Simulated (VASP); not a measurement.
Crystal: HfO2.

```xyz
3
Lattice="0.0000 2.5575 2.5575 2.5575 0.0000 2.5575 2.5575 2.5575 0.0000" Properties=species:S:1:pos:R:3 pbc="T T T"
Hf    0.0000    0.0000    0.0000
O     1.2788    1.2788    1.2788
O     3.8363    3.8363    3.8363
```

* Program: VASP 6.6.1
* Task: relaxation of cell and atoms
* Functional: PBE
* Potentials or basis: VASP PAW PBE potentials, release 64 (Hf_pv, O)
* Cutoff: 600 eV
* k mesh: 5 × 5 × 5
* Occupations: gaussian, width 0.01 eV
* Spin: no spin polarisation

At the start: pressure -6.2 GPa; volume 11.15 Å³/atom.

Task: How do energy, volume and symmetry change on relaxing?

Result: Over 3 steps the energy falls by 5.8 meV/atom and the volume is 10.87 Å³/atom (-2.6 %); space group Fm-3m (No. 225, to 0.1 Å) before and after.

The path:
```
step  energy change (eV)  largest force (eV/Å)  pressure (GPa)  volume (Å³)
   1              0.0000                0.0000           -6.24        33.46
   2              0.0194                0.0000           10.18        31.40
   3             -0.0173                0.0000           -0.04        32.60
```

Final structure:
```
CELL_PARAMETERS angstrom
0.00000 2.53546 2.53546
2.53546 0.00000 2.53546
2.53546 2.53546 0.00000
ATOMIC_POSITIONS crystal
Hf 0.00000 0.00000 0.00000
O 0.25000 0.25000 0.25000
O 0.75000 0.75000 0.75000
```

Caveat: the k points lie up to 0.43 Å⁻¹ apart in the final cell.
